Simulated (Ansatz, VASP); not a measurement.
One calculation of N, two programs

Contents of INCAR:

```
SYSTEM = N
PREC = Accurate
ENCUT = 600
EDIFF = 1E-6
ISMEAR = -1
SIGMA = 0.025
LREAL = .FALSE.
LASPH = .TRUE.
NELM = 200
ALGO = Normal
ISIF = 2
LWAVE = .FALSE.
LCHARG = .FALSE.
ISPIN = 2
MAGMOM = 0.5 -0.25
LORBIT = 11
GGA = B5
ALDAX = 1.0
AGGAX = 1.0
AGGAC = 1.0
ALDAC = 0.0
NBANDS = 16
GGA_COMPAT = .FALSE.
```

KPOINTS

```
regular mesh
0
G
  12 12 11
  0 0 0
```

Contents of POSCAR:

```
N
1.0
    2.5194737886      0.0000000000      0.0000000000
   -1.2597368943      2.1819283051      0.0000000000
    0.0000000000      0.0000000000      2.4460020000
N
2
Direct
    0.3333333333      0.6666666667      0.7500000000
    0.6666666667      0.3333333333      0.2500000000
```

The input input.yaml:

```yaml
crystal:
  lattice:
    - [2.5194737886, 0.0, 0.0]
    - [-1.2597368943, 2.1819283051, 0.0]
    - [0.0, 0.0, 2.446002]
  atoms:
    - { symbol: "N", position: [0.3333333333, 0.6666666667, 0.75], spin: 0.5 }
    - { symbol: "N", position: [0.6666666667, 0.3333333333, 0.25], spin: -0.25 }
hamiltonian:
  xc: blyp
  pseudopotentials: { kind: paw }
magnetization:
  spin_polarized: true
kpoints:
  mp_grid: { grid: [12, 12, 11] }
scf:
  occupations: { method: fermi_dirac, width: 0.025 }
output:
  forces: true
  stress: true
  eigenvalues: true
```

Alike in both runs: task single point; functional BLYP; k mesh 12 × 12 × 11; occupations fermi-dirac, width 0.025 eV; collinear spin.

|  | VASP | Ansatz |
| --- | --- | --- |
| version | VASP 6.6.1 | Ansatz 0.2.0 |
| potentials or method | VASP PAW PBE potentials, release 64 (N) | Ansatz PAW |
| plane-wave cutoff (eV) | 600 | 420 |
| valence electrons in the cell | 10 | 10 |

VASP gave:

- gap on the k mesh at the Fermi level (eV): none
- pressure (GPa): 24.9
- traceless stress, the component that is largest in VASP (GPa): -7.85
- net moment per atom (μB): 0.00

Problem. Which values does Ansatz return?

Solution. gap on the k mesh at the Fermi level (eV): none; pressure (GPa): 25.8; traceless stress, the component that is largest in VASP (GPa): -8.00; net moment per atom (μB): 0.00.

VASP's potentials were made for PBE, not for BLYP. A gap of «none» marks a metal or a gap that the smearing closes. The functional is the same, so the differences come from potentials, cutoffs and numerics.

Noted on Ansatz's run: Pulay correction over one GPa.
